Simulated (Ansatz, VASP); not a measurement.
## One calculation of Ga4Sb3P, two programs

```xyz
8
Lattice="5.9011 0.0000 0.0000 0.0000 5.9011 0.0000 0.0000 0.0000 5.9011" Properties=species:S:1:pos:R:3 pbc="T T T"
P     0.0000    0.0000    0.0000
Ga    4.5068    4.5068    4.5068
Ga    1.3943    1.3943    4.5068
Ga    1.3943    4.5068    1.3943
Ga    4.5068    1.3943    1.3943
Sb    2.9505    2.9505    0.0000
Sb    2.9505    0.0000    2.9505
Sb    0.0000    2.9505    2.9505
```

Alike in both runs: task single point; functional r2SCAN; k mesh 4 × 4 × 4; occupations fermi-dirac, width 0.02 eV; no spin polarisation.

|  | VASP | Ansatz |
| --- | --- | --- |
| version | VASP 6.6.1 | Ansatz 0.2.0 |
| potentials or method | VASP PAW PBE potentials, release 64 (P, Ga_d, Sb) | plane waves, PAW |
| plane-wave cutoff (eV) | 520 | 500 |
| valence electrons in the cell | 72 | 102 |

VASP gave:

* pressure (GPa): 2.0
* rms of the force components (eV/Å): 0.012

Estimate Ansatz's values.

pressure (GPa): 1.9; rms of the force components (eV/Å): 0.013.

VASP's potentials were made for PBE, not for r2SCAN. The functional is the same, so the differences come from potentials, cutoffs and numerics. VASP's potentials hold 72 valence electrons a cell and Ansatz's 102, so a difference there can come from the potentials and not from the codes.

Spin-orbit coupling is off throughout.
